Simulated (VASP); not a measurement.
A run of VASP 6.6.1 is set up as follows.

The input INCAR:

```
  ALGO = Normal
  EDIFF = 1E-6
  ENCUT = 520
  GGA = PE
  ISIF = 2
  ISMEAR = 0
  LASPH = True
  LCHARG = False
  LREAL = False
  LWAVE = False
  NBANDS = 16
  NELM = 60
  PREC = Accurate
  SIGMA = 0.05
```

KPOINTS

```
k-points
0
Gamma
  12 12 6
```

The input POSCAR:

```
SiC
1.0
    3.0917664073      0.0000000000      0.0000000000
   -1.5458832036      2.6775482513      0.0000000000
    0.0000000000      0.0000000000      5.0740211774
Si C
2 2
Direct
    0.3333333333      0.6666666667      0.0045635313
    0.6666666667      0.3333333333      0.5045635313
    0.2611833113      0.6138491848      0.4198529380
    0.6666666667      0.3333333333      0.8804364687
```

Potentials or basis: VASP PAW PBE potentials, release 64 (Si, C).

Launch:

```sh
$ cat potpaw_PBE.64/Si/POTCAR potpaw_PBE.64/C/POTCAR > POTCAR
$ mpirun -np 1 vasp_std > vasp.out
```

Question: Estimate the band gap on the k mesh.

Answer: 2.05 eV, indirect (least direct gap 3.95 eV).

Question: Estimate the pressure.

Answer: 6.4 GPa.

Question: What does it give for the largest force?

Answer: 7.888 eV/Å.

Forces in eV/Å, atoms in the order of the input:
```
Si  -0.337 -0.322  0.724
Si  -5.057 -3.472  2.287
C    5.454  3.833 -4.218
C   -0.060 -0.038  1.207
```

Caveat: the cell differs from its parent crystal (atom 3 (C) moved by (-0.200, +0.200) A along [1 1 0] and z); forces of over 1 eV/Å act on the atoms, so gaps and moduli don't describe the material at rest. A k mesh can miss the band edges.
